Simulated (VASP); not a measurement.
# NbCrTe6 (I4/mmm) in VASP: further runs

The runs below take NbCrTe6 through single point, with PBE, PBE+D3(BJ).

Everything below comes from runs of VASP 6.6.1. Logs are shortened: lines on timing, memory, paths and dates and some standing lists are left out, and cuts for length are marked.

## (1) The cell of the first run

It takes space group I4/mmm (No. 139, tetragonal). Conventional cell: a = 7.562 Å, b = 7.562 Å, c = 11.537 Å, α = 90.00°, β = 90.00°, γ = 90.00°. Within 3.3 Å of Nb (site symmetry 4/mmm) lie 6 Te at 2.49 to 2.61 Å. Within 3.6 Å of Cr (site symmetry 4/mmm) lie 6 Te at 2.74 to 3.28 Å. Te (site symmetry m2m) has 1 Nb at 2.61 Å and 1 Cr at 2.74 Å within 3.4 Å. Within 3.3 Å of Te (site symmetry 4mm) lie 1 Nb at 2.49 Å and 1 Cr at 3.28 Å.

## (2) Single point, PBE

File INCAR:

```
SYSTEM = NbCrTe6
PREC = Accurate
ENCUT = 520
EDIFF = 1E-6
ISMEAR = -1
SIGMA = 0.1
LREAL = .FALSE.
LASPH = .TRUE.
NELM = 60
ALGO = Normal
ISIF = 2
LWAVE = .FALSE.
LCHARG = .TRUE.
GGA = PE
LELF = .TRUE.
LVHAR = .TRUE.
NBANDS = 40
```

File KPOINTS:

```
Automatic mesh
0
G
  3 3 3
  0 0 0
```

File POSCAR:

```
NbCrTe6
1.0
    0.0000000000      7.5617810000      0.0000000000
    7.5617810000      0.0000000000      0.0000000000
    3.7808910000      3.7808910000     -5.7687210000
Nb Cr Te
1 1 6
Direct
    0.0000000000      0.0000000000      0.0000000000
    0.5000000000      0.5000000000      0.0000000000
    0.2440000000      0.2440000000      0.0000000000
    0.2440000000      0.7560000000      0.0000000000
    0.7560000000      0.7560000000      0.0000000000
    0.7560000000      0.2440000000      0.0000000000
    0.2160000000      0.2160000000      0.5680000000
    0.7840000000      0.7840000000      0.4320000000
```

Potentials or basis: VASP PAW PBE potentials, release 64 (Nb_sv, Cr_pv, Te).

Started as:

```console
$ cat potpaw_PBE.64/Nb_sv/POTCAR potpaw_PBE.64/Cr_pv/POTCAR potpaw_PBE.64/Te/POTCAR > POTCAR
$ mpirun -np 1 vasp_std > vasp.out
```

OUTCAR:

```text
SYSTEM = NbCrTe6
   PREC = Accurate
   ENCUT = 520
   EDIFF = 1E-6
   ISMEAR = -1
   LREAL = .FALSE.
   LASPH = .TRUE.
   NELM = 60
   ISIF = 2
   GGA = PE

 ion  position               nearest neighbor table
   1  0.000  0.000  0.000-   7 2.49   8 2.49   5 2.61   6 2.61   3 2.61   4 2.61
   2  0.500  0.500  0.000-   3 2.74   4 2.74   5 2.74   6 2.74   7 3.28   8 3.28
   3  0.244  0.244  0.000-   1 2.61   2 2.74   8 3.61   7 3.61
   4  0.244  0.756  0.000-   1 2.61   2 2.74   7 3.61   8 3.61
   5  0.756  0.756  0.000-   1 2.61   2 2.74   7 3.61   8 3.61
   6  0.756  0.244  0.000-   1 2.61   2 2.74   7 3.61   8 3.61
   7  0.216  0.216  0.568-   1 2.49   2 3.28   5 3.61   6 3.61   4 3.61   3 3.61
   8  0.784  0.784  0.432-   1 2.49   2 3.28   3 3.61   4 3.61   6 3.61   5 3.61

  LATTYP: Found a body centered tetragonal cell.
 ALAT       =     7.5617810000
 C/A-ratio  =     1.5257572257

  Lattice vectors:

 A1 = (  -3.7808910000,   3.7808900000,   5.7687210000)
 A2 = (   3.7808900000,  -3.7808910000,   5.7687210000)
 A3 = (   3.7808910000,   3.7808910000,  -5.7687210000)

Analysis of symmetry for initial positions (statically):
=====================================================================
 Subroutine PRICEL returns:
 Original cell was already a primitive cell.

 Routine SETGRP: Setting up the symmetry group for a
 body centered tetragonal supercell.

 Subroutine GETGRP returns: Found 16 space group operations
 (whereof 16 operations were pure point group operations)
 out of a pool of 16 trial point group operations.

The static configuration has the point symmetry D_4h.

Analysis of symmetry for dynamics (positions and initial velocities):
=====================================================================
 Subroutine PRICEL returns:
 Original cell was already a primitive cell.

 Routine SETGRP: Setting up the symmetry group for a
 body centered tetragonal supercell.

 Subroutine GETGRP returns: Found 16 space group operations
 (whereof 16 operations were pure point group operations)
 out of a pool of 16 trial point group operations.

The dynamic configuration has the point symmetry D_4h.

 Subroutine INISYM returns: Found 16 space group operations
 (whereof 16 operations are pure point group operations),
 and found     1 'primitive' translations

----------------------------------------------------------------------------------------

                                     Primitive cell

  volume of cell :     329.8585

  direct lattice vectors                    reciprocal lattice vectors
     0.000000000  7.561781000  0.000000000     0.000000000  0.132243978  0.086674337
     7.561781000  0.000000000  0.000000000     0.132243978  0.000000000  0.086674337
     3.780891000  3.780891000 -5.768721000     0.000000000  0.000000000 -0.173348650

  length of vectors
     7.561781000  7.561781000  7.865647811     0.158116762  0.158116762  0.173348650

  position of ions in fractional coordinates (direct lattice)
     0.000000000  0.000000000  0.000000000
     0.500000000  0.500000000  0.000000000
     0.244000000  0.244000000  0.000000000
     0.244000000  0.756000000  0.000000000
     0.756000000  0.756000000  0.000000000
     0.756000000  0.244000000  0.000000000
     0.216000000  0.216000000  0.568000000
     0.784000000  0.784000000  0.432000000

  ion indices of the primitive-cell ions
   primitive index   ion index
                 1           1
                 2           2
                 3           3
                 4           4
                 5           5
                 6           6
                 7           7
                 8           8

----------------------------------------------------------------------------------------

 KPOINTS: Automatic mesh

Automatic generation of k-mesh.
 Grid dimensions read from file:
 generate k-points for:    3    3    3

 Generating k-lattice:

  Cartesian coordinates                     Fractional coordinates (reciprocal lattice)
     0.000000000  0.044081326  0.028891446     0.333333333  0.000000000  0.000000000
     0.044081326  0.000000000  0.028891446     0.000000000  0.333333333  0.000000000
     0.000000000  0.000000000 -0.057782883     0.000000000  0.000000000  0.333333333

  Length of vectors
     0.052705587  0.052705587  0.057782883

  Shift w.r.t. Gamma in fractional coordinates (k-lattice)
     0.000000000  0.000000000  0.000000000

 Subroutine IBZKPT returns following result:
 ===========================================

 Found      6 irreducible k-points:

 Following reciprocal coordinates:
            Coordinates               Weight
  0.000000  0.000000  0.000000      1.000000
  0.333333  0.000000  0.000000      8.000000
  0.333333  0.333333  0.000000      8.000000
 -0.333333  0.333333  0.000000      4.000000
  0.000000  0.000000  0.333333      2.000000
 -0.333333  0.000000  0.333333      4.000000
   k-points           NKPTS =      6   k-points in BZ     NKDIM =      6   number of bands    NBANDS=     40
   number of dos      NEDOS =    301   number of ions     NIONS =      8
   total plane-waves  NPLWV = 188160
   dimension x,y,z NGX =    56 NGY =   56 NGZ =   60
   dimension x,y,z NGXF=   112 NGYF=  112 NGZF=  120
   ions per type =               1   1   6
   NGX,Y,Z   is equivalent  to a cutoff of  12.31, 12.31, 12.68 a.u.
   NGXF,Y,Z  is equivalent  to a cutoff of  24.62, 24.62, 25.36 a.u.
 SYSTEM =  NbCrTe6
   PREC   = accura    normal or accurate (medium, high low for compatibility)
   ISTART =      0    job   : 0-new  1-cont  2-samecut
   ICHARG =      2    charge: 1-file 2-atom 10-const
   ISPIN  =      1    spin polarized calculation?
   LNONCOLLINEAR =      F non collinear calculations
   LSORBIT =      F    spin-orbit coupling
   LASPH  =      T    aspherical Exc in radial PAW
   ENCUT  =  520.0 eV  38.22 Ry    6.18 a.u.  14.06 14.06 14.62*2*pi/ulx,y,z
   NELM   =     60;   NELMIN=  2; NELMDL= -5     # of ELM steps
   EDIFF  = 0.1E-05   stopping-criterion for ELM
   LREAL  =      F    real-space projection
   EDIFFG = 0.1E-04   stopping-criterion for IOM
   NSW    =      0    number of steps for IOM
   IBRION =     -1    ionic relax: 0-MD 1-quasi-New 2-CG
   NFREE  =      0    steps in history (QN), initial steepest desc. (CG)
   ISIF   =      2    stress and relaxation
   ISYM   =      2    0-nonsym 1-usesym 2-fastsym
   POTIM  = 0.5000    time-step for ionic-motion
   TEBEG  =    0.0;   TEEND  =   0.0 temperature during run
   PSTRESS=    0.0 pullay stress
   NELECT =      61.0000    total number of electrons
   NUPDOWN=      -1.0000    fix difference up-down
   EMIN   =  10.00;   EMAX   =-10.00  energy-range for DOS
   EFERMI =   0.00;   METHOD = LEGACY
   ISMEAR =    -1;   SIGMA  =   0.10  broadening in eV -4-tet -1-fermi 0-gaus
   EFERMI_NEDOS =   21; number of points for ismear=-14 and -15
   IALGO  =     38    algorithm
   IMIX   =      4    mixing-type and parameters
     AMIX     =   0.40;   BMIX     =  1.00
     AMIX_MAG =   1.60;   BMIX_MAG =  1.00
  volume/ion in A,a.u.               =      41.23       278.25
  Fermi-wavevector in a.u.,A,eV,Ry     =   0.932700  1.762548 11.836119  0.869930
  Thomas-Fermi vector in A             =   2.059325
   LORBIT       =      0    0 simple, 1 ext, 2 COOP (PROOUT), +10 PAW based schemes
   GGA     = PE    functional components
   LHFCALC =     F    Hartree Fock is set to
   AEXX    =    0.0000 exact exchange contribution
   IVDW    =     0    specifies the selected vdW correction
   LEPSILON=     F    determine dielectric tensor
   LRPA    =     F    only Hartree local field effects (RPA)
 non-spin polarized calculation
  energy-cutoff  :      520.00
  volume of cell :      329.86
 maximum number of plane-waves:      8957
   NGX = 29   NGY = 29   NGZ = 29

 number of electron      60.9999992 magnetization

 Free energy of the ion-electron system (eV)
  ---------------------------------------------------
  ext. energy  EPLUGINS =         0.00000000
  ---------------------------------------------------
  free energy    TOTEN  =       -34.16149016 eV

  energy without entropy =      -33.83238226  energy(sigma->0) =      -33.99693621

 E-fermi :   3.0431     XC(G=0):  -7.6908

 val. band max:        3.0144753975   @ k =   0.3333   0.0000   0.0000
 cond. band min:       3.0483470732   @ k =  -0.3333   0.0000   0.3333
 fundamental gap:      0.0338716757
 Fermi energy:         3.0430936472

 k-point     1 :       0.0000    0.0000    0.0000
  band No.  band energies     occupation
      1     -52.4684      2.00000
      2     -40.2051      2.00000
      3     -40.2051      2.00000
      4     -40.1108      2.00000
      5     -28.7117      2.00000
      6     -28.6635      2.00000
[... 32 lines left out ...]
     39       3.9518      0.00023
     40       5.5754      0.00000

 k-point     2 :       0.3333    0.0000    0.0000
  band No.  band energies     occupation
      1     -52.4684      2.00000
      2     -40.2051      2.00000
      3     -40.2051      2.00000
      4     -40.1108      2.00000
      5     -28.7117      2.00000
      6     -28.6635      2.00000
[... 32 lines left out ...]
     39       4.4820      0.00000
     40       6.4674      0.00000

 k-point     3 :       0.3333    0.3333    0.0000
  band No.  band energies     occupation
      1     -52.4684      2.00000
      2     -40.2051      2.00000
      3     -40.2051      2.00000
      4     -40.1108      2.00000
      5     -28.7117      2.00000
      6     -28.6635      2.00000
[... 32 lines left out ...]
     39       4.4852      0.00000
     40       5.5488      0.00000

 k-point     4 :      -0.3333    0.3333    0.0000
  band No.  band energies     occupation
      1     -52.4684      2.00000
      2     -40.2051      2.00000
      3     -40.2051      2.00000
      4     -40.1108      2.00000
      5     -28.7117      2.00000
      6     -28.6635      2.00000
[... 32 lines left out ...]
     39       4.4898      0.00000
     40       5.2931      0.00000

 k-point     5 :       0.0000    0.0000    0.3333
  band No.  band energies     occupation
      1     -52.4684      2.00000
      2     -40.2051      2.00000
      3     -40.2051      2.00000
      4     -40.1108      2.00000
      5     -28.7117      2.00000
      6     -28.6635      2.00000
[... 32 lines left out ...]
     39       4.4429      0.00000
     40       5.1513      0.00000

 k-point     6 :      -0.3333    0.0000    0.3333
  band No.  band energies     occupation
      1     -52.4684      2.00000
      2     -40.2051      2.00000
      3     -40.2051      2.00000
      4     -40.1108      2.00000
      5     -28.7117      2.00000
      6     -28.6635      2.00000
[... 32 lines left out ...]
     39       4.4440      0.00000
     40       5.9230      0.00000

------------------------ aborting loop because EDIFF is reached ----------------------------------------

  FORCE on cell =-STRESS in cart. coord.  units (eV):
  Direction    XX          YY          ZZ          XY          YZ          ZX
  --------------------------------------------------------------------------------------
  -------------------------------------------------------------------------------------
  Total        0.6910806      0.6910806      8.2360408      0.0000000     -0.0000007     -0.0000007
  in kB        3.3566923      3.3566923     40.0038092      0.0000000     -0.0000035     -0.0000035
  external PRESSURE =      15.5723980 kB  Pullay stress =       0.0000000 kB

 VOLUME and BASIS-vectors are now :
 -----------------------------------------------------------------------------
  energy-cutoff  :      520.00
  volume of cell :      329.86
      direct lattice vectors                 reciprocal lattice vectors
     0.000000000  7.561781000  0.000000000     0.000000000  0.132243978  0.086674337
     7.561781000  0.000000000  0.000000000     0.132243978  0.000000000  0.086674337
     3.780891000  3.780891000 -5.768721000     0.000000000  0.000000000 -0.173348650

 POSITION                                       TOTAL-FORCE (eV/Angst)
 -----------------------------------------------------------------------------------
      0.00000      0.00000      0.00000         0.000000     -0.000000      0.000000
      3.78089      3.78089      0.00000         0.000000     -0.000000      0.000000
      1.84507      1.84507      0.00000         1.965531      1.965531      0.000000
      5.71671      1.84507      0.00000        -1.965531      1.965531      0.000000
      5.71671      5.71671      0.00000        -1.965531     -1.965531      0.000000
      1.84507      5.71671      0.00000         1.965531     -1.965531      0.000000
      3.78089      3.78089     -3.27663        -0.000000     -0.000000      3.443148
      7.56178      7.56178     -2.49209         0.000000      0.000000     -3.443148
 -----------------------------------------------------------------------------------
    total drift:                                0.000000     -0.000000      0.000000

  FREE ENERGIE OF THE ION-ELECTRON SYSTEM (eV)
  ---------------------------------------------------
  free  energy   TOTEN  =       -34.1614901590 eV

  energy  without entropy=      -33.8323822645  energy(sigma->0) =      -33.99693621
```

Run time: 2.5 min. Hardware: 1 thread of Intel Xeon Platinum 8375C at 2.90GHz (Ice Lake), shared host; peak memory 0.49 GiB.

Results:

```
Free energy   : -34.1615 eV
Pressure      : 1.6 GPa
Largest force : 3.443 eV/Å
```

Forces on the atoms (eV/Å):
```
Nb   0.000  0.000  0.000
Cr   0.000  0.000  0.000
Te   1.966  1.966  0.000
Te  -1.966  1.966  0.000
Te  -1.966 -1.966  0.000
Te   1.966 -1.966  0.000
Te   0.000  0.000  3.443
Te   0.000  0.000 -3.443
```

Stress tensor (GPa, compression positive):
```
0.34 0.00 0.00
0.00 0.34 0.00
0.00 0.00 4.00
```

Levels at points of the mesh, in eV from the Fermi level:
```
           k point  band 28  band 29  band 30  band 31  band 32  band 33
(0.00, 0.00, 0.00)    -0.66     0.05     0.12     0.12     0.24     0.27
```

Caveat: the k points lie up to 0.36 Å⁻¹ apart; spin-orbit coupling is left out, which moves the levels of the heavy elements; forces of over 1 eV/Å act on the atoms, so gaps and moduli don't describe the material at rest. Spin polarisation is off, so any magnetic state and its effect on volume and gap are missing.

## (3) Single point, PBE

File INCAR:

```
SYSTEM = NbCrTe6
  PREC = Accurate
  ENCUT = 520
  EDIFF = 1E-7
  ISMEAR = 1
  SIGMA = 0.15
  LREAL = .FALSE.
  LASPH = .TRUE.
  NELM = 60
  ALGO = Normal
  ISIF = 2
  LWAVE = .FALSE.
  LCHARG = .FALSE.
  GGA = PE
  NBANDS = 40
```

KPOINTS is that of step 2.

POSCAR is that of step 2.

Potentials or basis: VASP PAW PBE potentials, release 64 (Nb_sv, Cr_pv, Te).

Started as:

```console
$ cat potpaw_PBE.64/Nb_sv/POTCAR potpaw_PBE.64/Cr_pv/POTCAR potpaw_PBE.64/Te/POTCAR > POTCAR
$ mpirun -np 1 vasp_std > vasp.out
```

It took 2.9 min on 1 thread of Intel Xeon Platinum 8375C at 2.90GHz (Ice Lake), shared host; peak memory 0.5 GiB.

It converged, with:

```yaml
Free_energy: -33.9897 eV
Pressure: 1.5 GPa
Largest_force: 3.426 eV/Å
```

Forces in eV/Å, atoms in the order of the input:
```
Nb   0.000  0.000  0.000
Cr   0.000  0.000  0.000
Te   1.976  1.976  0.000
Te  -1.976  1.976  0.000
Te  -1.976 -1.976  0.000
Te   1.976 -1.976  0.000
Te   0.000  0.000  3.426
Te   0.000  0.000 -3.426
```

Stress tensor (GPa, compression positive):
```
0.23 0.00 0.00
0.00 0.23 0.00
0.00 0.00 3.93
```

Levels at points of the mesh, in eV from the Fermi level:
```
           k point  band 28  band 29  band 30  band 31  band 32  band 33
(0.00, 0.00, 0.00)    -0.66     0.06     0.13     0.13     0.26     0.28
```

Caveat: the k points lie up to 0.36 Å⁻¹ apart; spin-orbit coupling is left out, which moves the levels of the heavy elements; forces of over 1 eV/Å act on the atoms, so gaps and moduli don't describe the material at rest.

## (4) Single point, PBE+D3(BJ)

File INCAR:

```
SYSTEM = NbCrTe6
ALGO = Normal ; EDIFF = 1E-6
ENCUT = 520 ; GGA = PE
ISIF = 2 ; ISMEAR = -1
IVDW = 12 ; LASPH = .True.
LCHARG = .False. ; LREAL = .False.
LWAVE = .False. ; NBANDS = 40
NELM = 80 ; PREC = Accurate
SIGMA = 0.1
```

File KPOINTS:

```
k-points
0
Gamma
  3 3 3
  0 0 0
```

POSCAR is that of step 3.

Started as:

```console
$ cat potpaw_PBE.64/Nb_sv/POTCAR potpaw_PBE.64/Cr_pv/POTCAR potpaw_PBE.64/Te/POTCAR > POTCAR
$ mpirun -np 1 vasp_std > vasp.out
```

Wall time 2.5 min (1 thread of Intel Xeon Platinum 8375C at 2.90GHz (Ice Lake), shared host); peak memory 0.51 GiB.

It converged, with:

```
Free energy                : -36.6790 eV
Pressure                   : 0.3 GPa
Largest force              : 3.466 eV/Å
Dispersion energy per atom : -0.315 eV
```

Forces in eV/Å, atoms in the order of the input:
```
Nb   0.000  0.000  0.000
Cr   0.000  0.000  0.000
Te   1.976  1.976  0.000
Te  -1.976  1.976  0.000
Te  -1.976 -1.976  0.000
Te   1.976 -1.976  0.000
Te   0.000  0.000  3.466
Te   0.000  0.000 -3.466
```

Stress tensor (GPa, compression positive):
```
-0.93  0.00  0.00
 0.00 -0.93  0.00
 0.00  0.00  2.78
```

Levels at points of the mesh, in eV from the Fermi level:
```tsv
k point	band 28	band 29	band 30	band 31	band 32	band 33
(0.00, 0.00, 0.00)	-0.66	0.05	0.12	0.12	0.24	0.27
```

Caveat: the k points lie up to 0.36 Å⁻¹ apart; three body term missing; spin-orbit coupling is left out, which moves the levels of the heavy elements; pairwise dispersion overbinds metals, which lowers pressure and volume; forces of over 1 eV/Å act on the atoms, so gaps and moduli don't describe the material at rest. Spin polarisation is off, so any magnetic state and its effect on volume and gap are missing.

## (5) Overview

| level | smearing | gap on the mesh (eV) | pressure (GPa) | largest force (eV/Å) |
| --- | --- | --- | --- | --- |
| PBE | fermi-dirac 0.1 eV | none | 1.6 | 3.44 |
| PBE | methfessel-paxton 0.15 eV | none | 1.5 | 3.43 |
| PBE+D3(BJ) | fermi-dirac 0.1 eV | none | 0.3 | 3.47 |

Alike in all rows: task single point; potentials or basis VASP PAW PBE potentials, release 64 (Nb_sv, Cr_pv, Te); no spin polarisation; cell as given; k mesh 3 × 3 × 3; cutoff (eV) 520.

Caveats: all runs use coarse meshes; spin-orbit coupling is left out, which moves the levels of the heavy elements; forces of over 1 eV/Å act on the atoms, so gaps and moduli don't describe the material at rest; three body term missing (some runs); pairwise dispersion overbinds metals, which lowers pressure and volume (some runs).

Total energies depend on the potentials used, so only differences within one code and one set of settings carry meaning.
